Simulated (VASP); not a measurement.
GeH2, 3 atoms in the cell. It takes space group I4/mmm (No. 139, tetragonal). The conventional cell has a = 2.966 Å, b = 2.966 Å, c = 3.629 Å, α = 90.00°, β = 90.00°, γ = 90.00°. Ge (site symmetry 4/mmm) has 8 H at 1.74 Å within 2.3 Å. H (site symmetry -4m2) has 4 Ge at 1.74 Å and 6 H at 1.81 to 2.10 Å within 2.3 Å. 

```yaml
Program: VASP 6.6.1
Task: single point
Functional: PBEsol
Potentials_or_basis: VASP PAW PBE potentials, release 64 (Ge_d, H)
Cutoff: 520 eV
k_mesh: 8 × 8 × 8
Occupations: gaussian, width 0.1 eV
Spin: no spin polarisation
Dipole_correction: no
Further_INCAR_settings: ALGO = Normal; EDIFF = 1e-06; NBANDS = 15
```

Potentials or basis: VASP PAW PBE potentials, release 64 (Ge_d, H).

Launch:

```bash
$ cat potpaw_PBE.64/Ge_d/POTCAR potpaw_PBE.64/H/POTCAR > POTCAR
$ mpirun -np 1 vasp_std > vasp.out
```

Hardware: 1 thread of AMD EPYC 9R45 96-Core Processor (Zen 5), on a shared host.

Estimate the wall time of this run.

Wall time 9.3 s on 1 thread of AMD EPYC 9R45 96-Core Processor (Zen 5), with other jobs on the host, peak memory 0.11 GiB. Counts: scf iterations 10, k points 59.
